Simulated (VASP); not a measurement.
Runs of VASP 6.6.1 on BAs. The structure is cubic, space group F-43m (No. 216). The conventional cell has a = 4.784 Å, b = 4.784 Å, c = 4.784 Å, α = 90.00°, β = 90.00°, γ = 90.00°. Within 2.7 Å of B (site symmetry -43m) lie 4 As at 2.07 Å. As (site symmetry -43m) has 4 B at 2.07 Å within 2.7 Å. 

```csv
task,level,potentials or basis,k mesh,cutoff (eV),GW scheme,GW iterations,cutoff of the response function,frequency points,empty bands,gap on the mesh (eV),pressure (GPa)
single point,PBE,"VASP PAW PBE potentials, release 64 (B, As)",4 × 4 × 4,520,-,-,-,-,-,(b),3.4
single point,LDA,"VASP PAW LDA potentials, release 64 (B, As)",4 × 4 × 4,520,-,-,-,-,-,(a),-3.1
single point,r2SCAN,"VASP PAW PBE potentials, release 64 (B, As)",4 × 4 × 4,520,-,-,-,-,-,(c),0.9
single point,PBE,"VASP PAW PBE potentials, release 64 (B, As)",8 × 8 × 8,520,-,-,-,-,-,1.19,2.8
```

Alike in all rows: no spin polarisation; cell a = 3.383 Å, angles 60.0°, 2 atoms; smearing gaussian 0.01 eV.

Task: Estimate the missing entries.

Result: (a) 1.32; (b) 1.42; (c) 1.60.

Caveats: some runs use coarse meshes; the PAW data sets were made with another functional, which shifts forces and pressure a little (some runs).

A k mesh can miss the band edges, and the runs leave out spin-orbit coupling on As.
